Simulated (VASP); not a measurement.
Set up this calculation in VASP 6.6.1, as the native input.

```
Task                   : single point
Functional             : LDA
Potentials or basis    : VASP PAW LDA potentials, release 64 (K_sv)
Cutoff                 : 520 eV
k mesh                 : 4 × 4 × 1
Occupations            : fermi-dirac, width 0.1 eV
Spin                   : no spin polarisation
Dipole correction      : yes
Further INCAR settings : ALGO = Normal; EDIFF = 1e-07; NBANDS = 26
```

The structure of K lies in POSCAR:

```
K
1.0
    4.7251250000      0.0000000000      0.0000000000
   -2.2093569315      4.1767868290      0.0000000000
    0.0000000000      0.0000000000     21.7176970000
K
4
Direct
    0.8206130000      0.1793870000      0.2302269895
    0.1793870000      0.8206130000      0.4100756632
    0.8206130000      0.1793870000      0.5899243368
    0.1793870000      0.8206130000      0.7697730105
```

One way to write it, as run:

INCAR

```
SYSTEM = K
PREC = Accurate
ENCUT = 520
EDIFF = 1E-7
ISMEAR = -1
SIGMA = 0.1
LREAL = .False.
LASPH = .True.
NELM = 100
ALGO = Normal
ISIF = 2
LWAVE = .False.
LCHARG = .False.
LDIPOL = .True.
IDIPOL = 3
DIPOL = 0.5 0.5 0.500
GGA = CA
NBANDS = 26
```

KPOINTS

```
regular mesh
0
Gamma
  4 4 1
  0 0 0
```

Potentials or basis: VASP PAW LDA potentials, release 64 (K_sv).

Launch:

```bash
$ cat potpaw_LDA.64/K_sv/POTCAR > POTCAR
$ mpirun -np 1 vasp_std > vasp.out
```

It gave:

```yaml
Largest_force: 0.084 eV/Å
Band_gap_on_the_k_mesh: zero (band 18 reaches -0.45 eV, above the bottom of band 19 at -2.02 eV)
```

Caveat: the k points lie up to 0.38 Å⁻¹ apart.

It took 64 s on 1 thread of Intel(R) Xeon(R) Platinum 8488C (Sapphire Rapids), with other jobs on the host, peak memory 0.37 GiB.
